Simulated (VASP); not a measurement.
B:

```xyz
2
Lattice="1.8519 0.0000 0.0000 0.0000 2.9388 0.0000 0.0000 0.0000 3.1113" Properties=species:S:1:pos:R:3 pbc="T T T"
B     0.0000    0.0000    1.7106
B     0.9259    1.4694    1.4006
```

```yaml
Program: VASP 6.6.1
Task: relaxation of cell and atoms
Functional: PBE
Potentials_or_basis: VASP PAW PBE potentials, release 64 (B)
Cutoff: 600 eV
k_mesh: 10 × 6 × 6
Occupations: gaussian, width 0.1 eV
Spin: no spin polarisation
```

At the start: pressure -16.2 GPa; volume 8.47 Å³/atom.

Problem. Where does the relaxation end?

Solution. Over 16 steps the energy falls by 348.7 meV/atom and the volume is 9.01 Å³/atom (+6.4 %); space group Pmmn (No. 59, to 0.05 Å).

The path:
| step | energy change (eV) | largest force (eV/Å) | pressure (GPa) | volume (Å³) |
| --- | --- | --- | --- | --- |
| 1 | 0.0000 | 0.1556 | -16.19 | 16.93 |
| 2 | -0.1552 | 0.6782 | 24.46 | 14.85 |
| 3 | -0.2338 | 0.3659 | 7.03 | 15.51 |
| 4 | -0.2339 | 0.3585 | 5.96 | 15.56 |
| 5 | -0.2602 | 0.3947 | 1.51 | 16.00 |
| 6 | -0.2614 | 0.4400 | 0.91 | 16.07 |
| 7 | -0.2953 | 0.5396 | 0.14 | 16.34 |
| 8 | -0.4329 | 0.9261 | -2.93 | 17.13 |
| 9 | -0.6565 | 0.0826 | -5.36 | 18.66 |
| 10 | -0.6729 | 0.1318 | 1.03 | 18.21 |
| 11 | -0.6801 | 0.3916 | -1.78 | 18.41 |
| 12 | -0.6805 | 0.3772 | -2.21 | 18.44 |
| 13 | -0.6966 | 0.0310 | -1.23 | 18.09 |
| 14 | -0.6967 | 0.0498 | -1.30 | 18.11 |
| 15 | -0.6958 | 0.0753 | 2.16 | 17.87 |
| 16 | -0.6974 | 0.0008 | 0.06 | 18.01 |

Final structure:
```yaml
crystal:
  lattice:
    - [1.62608, 0.00000, 0.00000]
    - [0.00000, 2.86760, 0.00000]
    - [0.00000, 0.00000, 3.86238]
  atoms:
    - { symbol: B, position: [0.00000, 0.00000, 0.60889] }
    - { symbol: B, position: [0.50000, 0.50000, 0.39111] }
```

Caveat: this functional lacks dispersion, which binds the layers, so the pressure and a relaxed spacing across them are unreliable.
